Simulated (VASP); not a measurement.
Crystal: TaTl.

```
Ta Tl
1.0
     3.62212    0.00000    0.00000
     0.00000    3.62212    0.00000
     0.00000    0.00000    3.62212
Ta Tl
1 1
Direct
  0.00000 0.00000 0.00000
  0.50000 0.50000 0.50000
```

Base run:

* Program: VASP 6.6.1
* Functional: revPBE
* Potentials or basis: VASP PAW PBE potentials, release 64 (Ta_pv, Tl_d)
* Cutoff: 520 eV
* k mesh: 7 × 7 × 7
* Occupations: fermi-dirac, width 0.05 eV
* Spin: no spin polarisation

Its results: band gap on the k mesh zero (bands 12 and 13 overlap by 2.05 eV); pressure -11.9 GPa.

Question: The run is repeated on the same cell with these changes: functional from revPBE to PBE. What comes out?

Answer: Band gap on the k mesh zero (bands 12 and 13 overlap by 2.05 eV); pressure -13.5 GPa.

PBE binds more tightly than revPBE, so the same cell stands under less pressure.

Caveats: the cell stands under tension; spin-orbit coupling is left out, which moves the levels of the heavy elements; the PAW data sets were made with another functional, which shifts forces and pressure a little (at least some runs).
